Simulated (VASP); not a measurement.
# Sn (P6_3/mmc) in VASP: a series of runs

Sn is run at these levels: PBEsol; tasks: single point, relaxation of cell and atoms.

All numbers are computed with VASP 6.6.1; they aren't measurements. Logs are shortened: lines on timing, memory, paths and dates and some standing lists are left out, and cuts for length are marked.

## (1) The cell of the first run

The structure is hexagonal, space group P6_3/mmc (No. 194). The conventional cell has a = 2.874 Å, b = 2.874 Å, c = 5.477 Å, α = 90.00°, β = 90.00°, γ = 120.00°. Within 3.8 Å of Sn (site symmetry -6m2) lie 12 Sn at 2.87 to 3.20 Å.

This isn't the form of Sn at room conditions, which is tetragonal (white tin).

## (2) Single point, PBEsol

INCAR

```
PREC     = Accurate       # precision mode
ENCUT    = 520            # plane-wave cutoff, eV
EDIFF    = 1E-6           # SCF threshold, eV
ISMEAR   = 0              # smearing method
SIGMA    = 0.1            # smearing width, eV
LREAL    = F              # projectors in reciprocal space
LASPH    = T              # aspherical terms in the spheres
NELM     = 100            # most SCF steps
ALGO     = Fast           # electronic algorithm
ISIF     = 2              # what is computed and relaxed
LWAVE    = F              # write WAVECAR
LCHARG   = T              # write CHGCAR
GGA      = PS             # functional
LELF     = T              # ELF
LVHAR    = T            
NBANDS   = 21             # bands
```

KPOINTS

```
Automatic mesh
0
Gamma
  6 6 4
```

POSCAR

```
Sn
1.0
    2.8743192949      0.0000000000      0.0000000000
   -1.4371596474      2.4892335280      0.0000000000
    0.0000000000      0.0000000000      5.4771277438
Sn
2
Direct
    0.3333333333      0.6666666667      0.2500000000
    0.6666666667      0.3333333333      0.7500000000
```

Potentials or basis: VASP PAW PBE potentials, release 64 (Sn_d).

Launch:

```bash
cat potpaw_PBE.64/Sn_d/POTCAR > POTCAR
mpirun -np 1 vasp_std > vasp.out
```

OUTCAR:

```text
PREC = Accurate
   ENCUT = 520
   EDIFF = 1E-6
   ISMEAR = 0
   LREAL = F
   LASPH = T
   NELM = 100
   ISIF = 2
   GGA = PS

 ion  position               nearest neighbor table
   1  0.333  0.667  0.250-   2 3.20   2 3.20   2 3.20   2 3.20   2 3.20   2 3.20
   2  0.667  0.333  0.750-   1 3.20   1 3.20   1 3.20   1 3.20   1 3.20   1 3.20

  LATTYP: Found a hexagonal cell.
 ALAT       =     2.8743192949
 C/A-ratio  =     1.9055390796

  Lattice vectors:

 A1 = (   2.8743192949,   0.0000000000,   0.0000000000)
 A2 = (  -1.4371596474,   2.4892335280,   0.0000000000)
 A3 = (   0.0000000000,   0.0000000000,   5.4771277438)

Analysis of symmetry for initial positions (statically):
=====================================================================
 Subroutine PRICEL returns:
 Original cell was already a primitive cell.

 Routine SETGRP: Setting up the symmetry group for a
 hexagonal supercell.

 Subroutine GETGRP returns: Found 24 space group operations
 (whereof 12 operations were pure point group operations)
 out of a pool of 24 trial point group operations.

The static configuration has the point symmetry D_3d.
 The point group associated with its full space group is D_6h.

Analysis of symmetry for dynamics (positions and initial velocities):
=====================================================================
 Subroutine PRICEL returns:
 Original cell was already a primitive cell.

 Routine SETGRP: Setting up the symmetry group for a
 hexagonal supercell.

 Subroutine GETGRP returns: Found 24 space group operations
 (whereof 12 operations were pure point group operations)
 out of a pool of 24 trial point group operations.

The dynamic configuration has the point symmetry D_3d.
 The point group associated with its full space group is D_6h.

 Subroutine INISYM returns: Found 24 space group operations
 (whereof 12 operations are pure point group operations),
 and found     1 'primitive' translations

----------------------------------------------------------------------------------------

                                     Primitive cell

  volume of cell :      39.1880

  direct lattice vectors                    reciprocal lattice vectors
     2.874319295  0.000000000  0.000000000     0.347908460  0.200865043  0.000000000
    -1.437159647  2.489233528  0.000000000     0.000000000  0.401730086  0.000000000
     0.000000000  0.000000000  5.477127744     0.000000000  0.000000000  0.182577447

  length of vectors
     2.874319295  2.874319295  5.477127744     0.401730086  0.401730086  0.182577447

  position of ions in fractional coordinates (direct lattice)
     0.333333333  0.666666667  0.250000000
     0.666666667  0.333333333  0.750000000

  ion indices of the primitive-cell ions
   primitive index   ion index
                 1           1
                 2           2

----------------------------------------------------------------------------------------

 KPOINTS: Automatic mesh

Automatic generation of k-mesh.
 Grid dimensions read from file:
 generate k-points for:    6    6    4

 Generating k-lattice:

  Cartesian coordinates                     Fractional coordinates (reciprocal lattice)
     0.057984743  0.033477507  0.000000000     0.166666667  0.000000000  0.000000000
     0.000000000  0.066955014  0.000000000     0.000000000  0.166666667  0.000000000
     0.000000000  0.000000000  0.045644362     0.000000000  0.000000000  0.250000000

  Length of vectors
     0.066955014  0.066955014  0.045644362

  Shift w.r.t. Gamma in fractional coordinates (k-lattice)
     0.000000000  0.000000000  0.000000000

 Subroutine IBZKPT returns following result:
 ===========================================

 Found     21 irreducible k-points:

 Following reciprocal coordinates:
            Coordinates               Weight
  0.000000  0.000000  0.000000      1.000000
  0.166667  0.000000  0.000000      6.000000
  0.333333  0.000000  0.000000      6.000000
  0.500000  0.000000  0.000000      3.000000
  0.166667  0.166667  0.000000      6.000000
  0.333333  0.166667  0.000000     12.000000
[... 13 lines left out ...]
  0.333333  0.166667  0.500000     12.000000
  0.333333  0.333333  0.500000      2.000000
   k-points           NKPTS =     21   k-points in BZ     NKDIM =     21   number of bands    NBANDS=     21
   number of dos      NEDOS =    301   number of ions     NIONS =      2
   total plane-waves  NPLWV =  24192
   dimension x,y,z NGX =    24 NGY =   24 NGZ =   42
   dimension x,y,z NGXF=    48 NGYF=   48 NGZF=   84
   ions per type =               2
   NGX,Y,Z   is equivalent  to a cutoff of  13.88, 13.88, 12.75 a.u.
   NGXF,Y,Z  is equivalent  to a cutoff of  27.76, 27.76, 25.50 a.u.
 SYSTEM =  unknown system
   PREC   = accura    normal or accurate (medium, high low for compatibility)
   ISTART =      0    job   : 0-new  1-cont  2-samecut
   ICHARG =      2    charge: 1-file 2-atom 10-const
   ISPIN  =      1    spin polarized calculation?
   LNONCOLLINEAR =      F non collinear calculations
   LSORBIT =      F    spin-orbit coupling
   LASPH  =      T    aspherical Exc in radial PAW
   ENCUT  =  520.0 eV  38.22 Ry    6.18 a.u.   5.34  5.34 10.18*2*pi/ulx,y,z
   NELM   =    100;   NELMIN=  2; NELMDL= -5     # of ELM steps
   EDIFF  = 0.1E-05   stopping-criterion for ELM
   LREAL  =      F    real-space projection
   EDIFFG = 0.1E-04   stopping-criterion for IOM
   NSW    =      0    number of steps for IOM
   IBRION =     -1    ionic relax: 0-MD 1-quasi-New 2-CG
   NFREE  =      0    steps in history (QN), initial steepest desc. (CG)
   ISIF   =      2    stress and relaxation
   ISYM   =      2    0-nonsym 1-usesym 2-fastsym
   POTIM  = 0.5000    time-step for ionic-motion
   TEBEG  =    0.0;   TEEND  =   0.0 temperature during run
   PSTRESS=    0.0 pullay stress
   NELECT =      28.0000    total number of electrons
   NUPDOWN=      -1.0000    fix difference up-down
   EMIN   =  10.00;   EMAX   =-10.00  energy-range for DOS
   EFERMI =   0.00;   METHOD = LEGACY
   ISMEAR =     0;   SIGMA  =   0.10  broadening in eV -4-tet -1-fermi 0-gaus
   EFERMI_NEDOS =   21; number of points for ismear=-14 and -15
   IALGO  =     68    algorithm
   IMIX   =      4    mixing-type and parameters
     AMIX     =   0.40;   BMIX     =  1.00
     AMIX_MAG =   1.60;   BMIX_MAG =  1.00
  volume/ion in A,a.u.               =      19.59       132.23
  Fermi-wavevector in a.u.,A,eV,Ry     =   1.463557  2.765722 29.143670  2.141999
  Thomas-Fermi vector in A             =   2.579638
   LORBIT       =      0    0 simple, 1 ext, 2 COOP (PROOUT), +10 PAW based schemes
   GGA     = PS    functional components
   LHFCALC =     F    Hartree Fock is set to
   AEXX    =    0.0000 exact exchange contribution
   IVDW    =     0    specifies the selected vdW correction
   LEPSILON=     F    determine dielectric tensor
   LRPA    =     F    only Hartree local field effects (RPA)
 non-spin polarized calculation
 RMM-DIIS sequential band-by-band and
 Gauss-broadening in eV      SIGMA  =   0.10
  energy-cutoff  :      520.00
  volume of cell :       39.19
 maximum number of plane-waves:      1082
 NGX is ok and might be reduce to    24
   NGX = 11   NGY = 11   NGZ = 21

 number of electron      27.9999989 magnetization

 Free energy of the ion-electron system (eV)
  ---------------------------------------------------
  ext. energy  EPLUGINS =         0.00000000
  ---------------------------------------------------
  free energy    TOTEN  =        -7.16057333 eV

  energy without entropy =       -7.15468427  energy(sigma->0) =       -7.15762880

 E-fermi :  12.8201     XC(G=0): -12.1173

 val. band max:       12.7517239897   @ k =   0.3333   0.1667   0.2500
 cond. band min:      13.1861135841   @ k =   0.3333   0.1667   0.0000
 fundamental gap:      0.4343895944
 Fermi energy:        12.8201310086

 k-point     1 :       0.0000    0.0000    0.0000
  band No.  band energies     occupation
      1      -9.3525      2.00000
      2      -9.3284      2.00000
      3      -9.2656      2.00000
      4      -9.2656      2.00000
      5      -9.2480      2.00000
      6      -9.2480      2.00000
[... 13 lines left out ...]
     20      24.9236      0.00000
     21      24.9236      0.00000

 k-point     2 :       0.1667    0.0000    0.0000
  band No.  band energies     occupation
      1      -9.3687      2.00000
      2      -9.3076      2.00000
      3      -9.2307      2.00000
      4      -9.1645      2.00000
      5      -9.1283      2.00000
      6      -9.1137      2.00000
[... 13 lines left out ...]
     20      23.6475      0.00000
     21      24.3581      0.00000

 k-point     3 :       0.3333    0.0000    0.0000
  band No.  band energies     occupation
      1      -9.5058      2.00000
      2      -9.4131      2.00000
      3      -9.2001      2.00000
      4      -9.0581      2.00000
      5      -9.0235      2.00000
      6      -9.0213      2.00000
[... 13 lines left out ...]
     20      22.5195      0.00000
     21      24.0799      0.00000

 k-point     4 :       0.5000    0.0000    0.0000
  band No.  band energies     occupation
      1      -9.5744      2.00000
      2      -9.4701      2.00000
      3      -9.2952      2.00000
      4      -9.1246      2.00000
      5      -9.0492      2.00000
      6      -8.9215      2.00000
[... 13 lines left out ...]
     20      23.2590      0.00000
     21      25.5226      0.00000

 k-point     5 :       0.1667    0.1667    0.0000
  band No.  band energies     occupation
      1      -9.3324      2.00000
      2      -9.3113      2.00000
      3      -9.1677      2.00000
      4      -9.1586      2.00000
      5      -9.1108      2.00000
      6      -9.0893      2.00000
[... 13 lines left out ...]
     20      22.2396      0.00000
     21      24.3767      0.00000
[... 310 lines left out ...]
     20      20.0038      0.00000
     21      21.8540      0.00000

 k-point    19 :       0.1667    0.1667    0.5000
  band No.  band energies     occupation
      1      -9.3146      2.00000
      2      -9.3146      2.00000
      3      -9.2200      2.00000
      4      -9.2200      2.00000
      5      -9.0443      2.00000
      6      -9.0443      2.00000
[... 13 lines left out ...]
     20      25.8883      0.00000
     21      26.0304      0.00000

 k-point    20 :       0.3333    0.1667    0.5000
  band No.  band energies     occupation
      1      -9.3567      2.00000
      2      -9.3567      2.00000
      3      -9.2242      2.00000
      4      -9.2242      2.00000
      5      -9.0040      2.00000
      6      -9.0040      2.00000
[... 13 lines left out ...]
     20      21.4103      0.00000
     21      24.4798      0.00000

 k-point    21 :       0.3333    0.3333    0.5000
  band No.  band energies     occupation
      1      -9.1926      2.00000
      2      -9.1926      2.00000
      3      -9.1127      2.00000
      4      -9.1127      2.00000
      5      -9.0489      2.00000
      6      -9.0489      2.00000
[... 13 lines left out ...]
     20      20.9145      0.00000
     21      21.8601      0.00000

------------------------ aborting loop because EDIFF is reached ----------------------------------------

  FORCE on cell =-STRESS in cart. coord.  units (eV):
  Direction    XX          YY          ZZ          XY          YZ          ZX
  --------------------------------------------------------------------------------------
  -------------------------------------------------------------------------------------
  Total       10.4985800     10.4985800      6.7210781      0.0000000      0.0000000      0.0000000
  in kB      429.2275828    429.2275828    274.7868851      0.0000000      0.0000000      0.0000000
  external PRESSURE =     377.7473503 kB  Pullay stress =       0.0000000 kB

 VOLUME and BASIS-vectors are now :
 -----------------------------------------------------------------------------
  energy-cutoff  :      520.00
  volume of cell :       39.19
      direct lattice vectors                 reciprocal lattice vectors
     2.874319295  0.000000000  0.000000000     0.347908460  0.200865043  0.000000000
    -1.437159647  2.489233528  0.000000000     0.000000000  0.401730086  0.000000000
     0.000000000  0.000000000  5.477127744     0.000000000  0.000000000  0.182577447

 POSITION                                       TOTAL-FORCE (eV/Angst)
 -----------------------------------------------------------------------------------
     -0.00000      1.65949      1.36928         0.000000      0.000000      0.000000
      1.43716      0.82974      4.10785        -0.000000      0.000000      0.000000
 -----------------------------------------------------------------------------------
    total drift:                               -0.000000      0.000000      0.000000

  FREE ENERGIE OF THE ION-ELECTRON SYSTEM (eV)
  ---------------------------------------------------
  free  energy   TOTEN  =        -7.1605733259 eV

  energy  without entropy=       -7.1546842743  energy(sigma->0) =       -7.15762880
```

Wall time 26 s (1 thread of AMD EPYC 7R13, shared host); peak memory 0.13 GiB.

What came out:

```yaml
Free_energy: -7.1606 eV
Pressure: 37.8 GPa
Band_gap_on_the_k_mesh: zero (bands 14 and 15 overlap by 9.01 eV)
```

Caveat: the k points lie up to 0.42 Å⁻¹ apart, too coarse for converged energies and pressures of a metal; the PAW data sets were made with another functional, which shifts forces and pressure a little; spin-orbit coupling is left out, which moves the levels of the heavy elements.

## (3) Single point, PBEsol

This run uses another cell than the first one, of 26.04 Å³/atom.

INCAR

```
PREC = Accurate ; ENCUT = 520
EDIFF = 1E-6 ; ISMEAR = 0
SIGMA = 0.1 ; LREAL = False
LASPH = True ; NELM = 80
ALGO = Fast ; ISIF = 2
LWAVE = False ; LCHARG = True
GGA = PS ; LELF = True
LVHAR = True ; NBANDS = 21
```

KPOINTS

```
Automatic mesh
0
Gamma
  12 12 4
```

POSCAR

```
Sn
1.0
    3.3526903014      0.0000000000      0.0000000000
   -1.6763451507      2.9035149720      0.0000000000
    0.0000000000      0.0000000000      5.3494435069
Sn
2
Direct
    0.3333333333      0.6666666667      0.2500000000
    0.6666666667      0.3333333333      0.7500000000
```

Potentials or basis: VASP PAW PBE potentials, release 64 (Sn_d).

Launch:

```bash
cat potpaw_PBE.64/Sn_d/POTCAR > POTCAR
mpirun -np 1 vasp_std > vasp.out
```

OUTCAR:

```text
PREC = Accurate
   ENCUT = 520
   EDIFF = 1E-6
   ISMEAR = 0
   LREAL = False
   LASPH = True
   NELM = 80
   ISIF = 2
   GGA = PS

 ion  position               nearest neighbor table
   1  0.333  0.667  0.250-   2 3.30   2 3.30   2 3.30   2 3.30   2 3.30   2 3.30
   2  0.667  0.333  0.750-   1 3.30   1 3.30   1 3.30   1 3.30   1 3.30   1 3.30

  LATTYP: Found a hexagonal cell.
 ALAT       =     3.3526903014
 C/A-ratio  =     1.5955674476

  Lattice vectors:

 A1 = (   3.3526903014,   0.0000000000,   0.0000000000)
 A2 = (  -1.6763451507,   2.9035149720,   0.0000000000)
 A3 = (   0.0000000000,   0.0000000000,   5.3494435069)

Analysis of symmetry for initial positions (statically):
=====================================================================
 Subroutine PRICEL returns:
 Original cell was already a primitive cell.

 Routine SETGRP: Setting up the symmetry group for a
 hexagonal supercell.

 Subroutine GETGRP returns: Found 24 space group operations
 (whereof 12 operations were pure point group operations)
 out of a pool of 24 trial point group operations.

The static configuration has the point symmetry D_3d.
[... 155 lines left out ...]
 number of electron      28.0000011 magnetization

 Free energy of the ion-electron system (eV)
  ---------------------------------------------------
  ext. energy  EPLUGINS =         0.00000000
  ---------------------------------------------------
  free energy    TOTEN  =        -8.50546060 eV

  energy without entropy =       -8.50309569  energy(sigma->0) =       -8.50427815

 E-fermi :   8.5675     XC(G=0): -10.7081

 val. band max:        8.3705934763   @ k =   0.4167   0.0000   0.0000
 cond. band min:       8.6108351655   @ k =   0.2500   0.0000   0.2500
 fundamental gap:      0.2402416892
 Fermi energy:         8.5675104995

 k-point     1 :       0.0000    0.0000    0.0000
  band No.  band energies     occupation
      1     -12.9819      2.00000
      2     -12.9703      2.00000
      3     -12.9651      2.00000
      4     -12.9651      2.00000
      5     -12.9514      2.00000
      6     -12.9514      2.00000
[... 565 lines left out ...]
     20      16.6336      0.00000
     21      17.6740      0.00000

 [... further k-points ...]
[... 5 lines left out ...]
  --------------------------------------------------------------------------------------
  -------------------------------------------------------------------------------------
  Total        0.0259301      0.0259301      0.0045258      0.0000000      0.0000000      0.0000000
  in kB        0.7977898      0.7977898      0.1392447      0.0000000      0.0000000      0.0000000
  external PRESSURE =       0.5782748 kB  Pullay stress =       0.0000000 kB

 VOLUME and BASIS-vectors are now :
 -----------------------------------------------------------------------------
  energy-cutoff  :      520.00
  volume of cell :       52.07
      direct lattice vectors                 reciprocal lattice vectors
     3.352690301  0.000000000  0.000000000     0.298267931  0.172205070  0.000000000
    -1.676345151  2.903514972  0.000000000     0.000000000  0.344410141  0.000000000
     0.000000000  0.000000000  5.349443507     0.000000000  0.000000000  0.186935332

 POSITION                                       TOTAL-FORCE (eV/Angst)
 -----------------------------------------------------------------------------------
     -0.00000      1.93568      1.33736        -0.000000      0.000000      0.000000
      1.67635      0.96784      4.01208         0.000000     -0.000000     -0.000000
 -----------------------------------------------------------------------------------
    total drift:                               -0.000000      0.000000      0.000000

  FREE ENERGIE OF THE ION-ELECTRON SYSTEM (eV)
  ---------------------------------------------------
  free  energy   TOTEN  =        -8.5054606032 eV

  energy  without entropy=       -8.5030956941  energy(sigma->0) =       -8.50427815
```

stdout:

```text
POSCAR found type information on POSCAR Sn
 POSCAR found :  1 types and       2 ions
 scaLAPACK will be used
 -----------------------------------------------------------------------------
|                                                                             |
|                                                                             |
|     You enforced a specific xc type in the INCAR file but a different       |
|     I HOPE YOU KNOW WHAT YOU ARE DOING!                                     |
|                                                                             |
 -----------------------------------------------------------------------------

 LDA part: xc-table for (Slater+PW92), standard interpolation
 POSCAR, INCAR and KPOINTS ok, starting setup
 FFT: planning ... GRIDC
 FFT: planning ... GRID_SOFT
 FFT: planning ... GRID
 WAVECAR not read
 entering main loop
```

Wall time 99 s (1 thread of AMD EPYC 7R13, shared host); peak memory 0.17 GiB.

What came out:

* Free energy: -8.5055 eV
* Pressure: 0.1 GPa
* Band gap on the k mesh: zero (bands 14 and 15 overlap by 7.73 eV)

Caveat: the PAW data sets were made with another functional, which shifts forces and pressure a little; spin-orbit coupling is left out, which moves the levels of the heavy elements.

[end of part 1 of 2]

The gap in the log of VASP goes by the Fermi energy; the results here count the filled bands.